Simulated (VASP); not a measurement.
Here is a VASP 6.6.1 calculation.

Contents of INCAR:

```
PREC = Accurate
ENCUT = 520
EDIFF = 1E-6
ISMEAR = 0
SIGMA = 0.1
LREAL = False
LASPH = True
NELM = 60
ALGO = Normal
ISIF = 2
LWAVE = False
LCHARG = False
GGA = PE
NBANDS = 18
```

Contents of KPOINTS:

```
Automatic mesh
0
Gamma
  6 6 4
```

The input POSCAR:

```
Be
1.0
   -1.7378545851      3.1008125483     -0.4573543338
    0.9843062307     -0.0252748732      3.4435696137
    5.2102073620      3.1063367793      1.2621080157
Be
8
Direct
    0.0843632337      0.3191202051     -0.0786644253
    0.5843718192      0.3191224160      0.4213447317
    0.4156279809      0.6808759029      0.5786473284
   -0.0843616785      0.6808816919      1.0786709532
    0.5094756971     -0.0054460298      0.1714887816
    0.0094487924     -0.0054822538      0.6715114386
    0.9905454865      0.0054800096      0.3284919456
    0.4905286686      0.0054480582      0.8285092463
```

Potentials or basis: VASP PAW PBE potentials, release 64 (Be).

Command:

```sh
$ cat potpaw_PBE.64/Be/POTCAR > POTCAR
$ mpirun -np 1 vasp_std > vasp.out
```

Question: Predict the band gap on the k mesh.

Answer: Zero (band 8 reaches 6.91 eV, above the bottom of band 9 at 3.34 eV).

Question: Predict the largest force.

Answer: 0.007 eV/Å.

Forces on the atoms (eV/Å):
```
Be  -0.003 -0.001  0.006
Be  -0.004 -0.001  0.006
Be   0.004  0.001 -0.006
Be   0.003  0.001 -0.006
Be  -0.001 -0.006  0.000
Be  -0.002 -0.006  0.000
Be   0.002  0.006  0.000
Be   0.001  0.006  0.000
```
